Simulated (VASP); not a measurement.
**Al3NiIr: single point with PBE**

Al3NiIr:

```
Al Ni Ir
1.0
     5.10120    0.00000    0.00000
    -2.55060    4.41777    0.00000
     0.00000    0.00000    4.83351
Al Ni Ir
3 1 1
Direct
  0.50000 0.00000 0.00000
  0.00000 0.50000 0.00000
  0.50000 0.50000 0.00000
  0.00000 0.00000 0.50000
  0.00000 0.00000 0.00000
```

The cell was generated, and may not be a known phase.

```
Program             : VASP 6.6.1
Task                : single point
Functional          : PBE
Potentials or basis : VASP PAW PBE potentials, release 64 (Al, Ni, Ir)
Cutoff              : 520 eV
k mesh              : 6 × 6 × 4
Occupations         : gaussian, width 0.1 eV
Spin                : collinear spin, ferromagnetic start
Starting moments    : [0.0, 0.0, 0.0, 2.0, 0.0] μB
```

* Pressure: 0.1 GPa
* Net moment: 1.15 μB per cell
* Site moments: Al +0.00; Ni +1.05; Ir +0.16 μB
* Valence electrons inside the program's atomic spheres: Al 0.81; Ni 8.98; Ir 8.54

Stress tensor (GPa, compression positive):
```
0.12 0.00 0.00
0.00 0.12 0.00
0.00 0.00 0.01
```

Levels at points of the mesh, in eV from the Fermi level:
Spin up:
| k point | band 11 | band 12 | band 13 | band 14 | band 15 | band 16 | band 17 | band 18 | band 19 | band 20 |
| --- | --- | --- | --- | --- | --- | --- | --- | --- | --- | --- |
| (0.00, 0.00, 0.00) | -1.36 | -1.06 | -1.06 | -0.81 | -0.81 | 0.13 | 2.39 | 2.39 | 3.49 | 5.18 |
| (0.50, 0.00, 0.00) | -0.96 | -0.96 | -0.84 | -0.83 | 0.50 | 1.88 | 2.35 | 3.88 | 4.09 | 4.72 |
| (0.00, 0.00, 0.50) | -1.86 | -1.18 | -1.18 | -0.60 | -0.60 | 0.41 | 2.73 | 2.73 | 3.28 | 3.98 |
| (0.50, 0.00, 0.50) | -1.72 | -1.55 | -1.10 | -1.09 | -0.78 | 0.40 | 2.18 | 3.44 | 3.47 | 5.64 |
Spin down:
```csv
k point,band 10,band 11,band 12,band 13,band 14,band 15,band 16,band 17
"(0.00, 0.00, 0.00)",-1.46,-1.04,-0.38,-0.38,0.14,0.48,0.48,2.41
"(0.50, 0.00, 0.00)",-0.58,-0.34,-0.31,0.42,0.48,0.51,1.89,2.29
"(0.00, 0.00, 0.50)",-1.75,-1.34,-0.52,-0.52,0.25,0.25,0.41,2.74
"(0.50, 0.00, 0.50)",-1.24,-0.78,-0.51,-0.47,-0.39,-0.18,0.44,2.26
```

Wall time 2.9 min on 1 thread of Intel(R) Xeon(R) Platinum 8124M CPU @ 3.00GHz (Skylake/Cascade Lake), with other jobs on the host, peak memory 0.33 GiB.

Caveat: spin-orbit coupling is left out, which moves the levels of the heavy elements.
